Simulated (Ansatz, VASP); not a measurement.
# Ga3AsP2 in VASP and in Ansatz

INCAR

```
PREC = Accurate
ENCUT = 520
EDIFF = 1E-6
ISMEAR = -1
SIGMA = 0.02
LREAL = False
LASPH = True
NELM = 80
ALGO = Normal
ISIF = 2
LWAVE = False
LCHARG = False
GGA = PE
NBANDS = 36
```

The input KPOINTS:

```
Automatic mesh
0
Gamma
  8 8 8
```

Contents of POSCAR:

```
Ga3AsP2
1.0
   -1.9520172774      5.8562302377      2.7607697344
    1.9520172774     -5.8562302377      2.7607697344
    1.9520172774      5.8562302377     -2.7607697344
P Ga As
2 3 1
Direct
    0.3329121561      0.0003232281      0.3325889280
    0.6677343002      0.0003232281      0.6674110720
    0.5733769434      0.7443968036      0.8289801398
    0.9154166638      0.7443968036      0.1710198602
    0.2613419861      0.7613419861      0.5000000000
   -0.0007820496     -0.0007820496      0.0000000000
```

Input for Ansatz:

```yaml
crystal:
  lattice:
    - [-1.9520172774, 5.8562302377, 2.7607697344]
    - [1.9520172774, -5.8562302377, 2.7607697344]
    - [1.9520172774, 5.8562302377, -2.7607697344]
  atoms:
    - { symbol: P, position: [0.3329121561, 0.0003232281, 0.332588928] }
    - { symbol: Ga, position: [0.5733769434, 0.7443968036, 0.8289801398] }
    - { symbol: P, position: [0.6677343002, 0.0003232281, 0.667411072] }
    - { symbol: Ga, position: [0.9154166638, 0.7443968036, 0.1710198602] }
    - { symbol: As, position: [-0.0007820496, -0.0007820496, 0.0] }
    - { symbol: Ga, position: [0.2613419861, 0.7613419861, 0.5] }
kpoints:
  mp_grid: { grid: [8, 8, 8] }
  band_path:
    path:
      - [[0.0, 0.0, 0.0], [0.5, -0.5, 0.5], [0.2777760853462, -0.2777760853462, 0.7222239146538]]
      - [[-0.2777760853462, 0.2777760853462, 0.2777760853462], [0.0, 0.0, 0.0], [0.3055602375416, 0.3055602375416, -0.3055602375416]]
      - [[0.6944397624584, -0.3055602375416, 0.3055602375416], [0.5, -0.5, 0.5]]
      - [[0.0, 0.0, 0.0], [2.59666416398e-17, 0.5, -2.59666416398e-17], [0.25, 0.25, 0.25], [0.5, 2.59666416398e-17, -9.664563456122e-17], [0.0, 0.0, 0.0], [3.972360821464e-17, -3.972360821464e-17, 0.5], [0.25, 0.25, 0.25]]
    npoints: 10
hamiltonian:
  xc: pbe
scf:
  occupations: { method: fermi_dirac, width: 0.02 }
  n_extra_bands: 5
output:
  forces: true
  stress: true
  eigenvalues: true
```

Alike in both runs: task single point; functional PBE; k mesh 8 × 8 × 8; occupations fermi-dirac, width 0.02 eV; no spin polarisation.

|  | VASP | Ansatz |
| --- | --- | --- |
| version | VASP 6.6.1 | Ansatz 0.2.0 |
| potentials or method | VASP PAW PBE potentials, release 64 (P, Ga_d, As) | plane waves, PAW |
| plane-wave cutoff (eV) | 520 | 420 |
| valence electrons in the cell | 54 | 64 |

|  | VASP | Ansatz | Ansatz less VASP |
| --- | --- | --- | --- |
| gap on the k mesh at the Fermi level (eV) | 1.31 | 1.31 | 0.000 |
| pressure (GPa) | 2.6 | 2.6 | -0.06 |
| rms of the force components (eV/Å) | 0.026 | 0.019 | -0.0069 |

VASP's potentials hold 54 valence electrons a cell and Ansatz's 64, so a difference there can come from the potentials and not from the codes.
